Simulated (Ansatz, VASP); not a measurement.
TiSn2Te3: VASP beside Ansatz

The input INCAR:

```
ALGO = Normal ; EDIFF = 1E-6
ENCUT = 520 ; GGA = PE
ISIF = 2 ; ISMEAR = 0
ISPIN = 2 ; LASPH = True
LCHARG = True ; LELF = True
LMAXMIX = 4 ; LORBIT = 11
LREAL = False ; LVHAR = True
LWAVE = False ; MAGMOM = 1 0 0 0 0 0
NBANDS = 42 ; NELM = 150
PREC = Accurate ; SIGMA = 0.1
```

The input KPOINTS:

```
k-points
0
Gamma
  6 6 4
```

Contents of POSCAR:

```
TiSn2Te3
1.0
    5.6115983988      0.0000000000      0.0000000000
   -2.8057991994      4.8597867692      0.0000000000
    0.0000000000      0.0000000000      6.0631703628
Ti Sn Te
1 2 3
Direct
    0.3333333333      0.6666666667      0.0000000000
    0.0000000000      0.0000000000      0.5000000000
    0.3333333333      0.6666666667      0.5000000000
    0.6666666667      0.3333333333      0.5000000000
    0.0000000000      0.0000000000      0.0000000000
    0.6666666667      0.3333333333      0.0000000000
```

Input for Ansatz:

```yaml
crystal:
  lattice:
    - [5.6115983988, 0.0, 0.0]
    - [-2.8057991994, 4.8597867692, 0.0]
    - [0.0, 0.0, 6.0631703628]
  atoms:
    - { symbol: Ti, position: [0.3333333333, 0.6666666667, 0.0], spin: 1.0 }
    - { symbol: Sn, position: [0.0, 0.0, 0.5] }
    - { symbol: Sn, position: [0.3333333333, 0.6666666667, 0.5] }
    - { symbol: Te, position: [0.6666666667, 0.3333333333, 0.5] }
    - { symbol: Te, position: [0.0, 0.0, 0.0] }
    - { symbol: Te, position: [0.6666666667, 0.3333333333, 0.0] }
basis:
  ecutwfc: 420
kpoints:
  mp_grid: { grid: [6, 6, 4] }
hamiltonian:
  xc: pbe
scf:
  occupations: { method: gaussian, width: 0.1 }
  lower_state_search: "off"
output:
  forces: true
  stress: true
  eigenvalues: true
  populations: true
magnetization:
  spin_polarized: true
```

Alike in both runs: task single point; functional PBE; k mesh 6 × 6 × 4; occupations gaussian, width 0.1 eV; collinear spin.

```csv
,VASP,Ansatz
version,VASP 6.6.1,Ansatz 0.2.0
potentials or method,"VASP PAW PBE potentials, release 64 (Ti_sv, Sn_d, Te), cutoff 520 eV","scalar-relativistic, plane waves, PAW"
valence electrons in the cell,58,88
```

|  | VASP | Ansatz | Ansatz less VASP |
| --- | --- | --- | --- |
| gap on the k mesh at the Fermi level (eV) | none | none | - |
| pressure (GPa) | -0.1 | 0.1 | +0.14 |
| net moment per atom (μB) | 0.00 | 0.15 | +0.149 |
| size of the moment on the site where the two differ most (μB) | 0.00 | 0.80 | +0.796 |

The net moments are unlike, so the other rows may belong to different states. Site moments also hang on the region over which each program counts them. A gap of «none» marks a metal or a gap that the smearing closes. VASP's potentials hold 58 valence electrons a cell and Ansatz's 88, so a difference there can come from the potentials and not from the codes.

Spin-orbit coupling is off throughout.
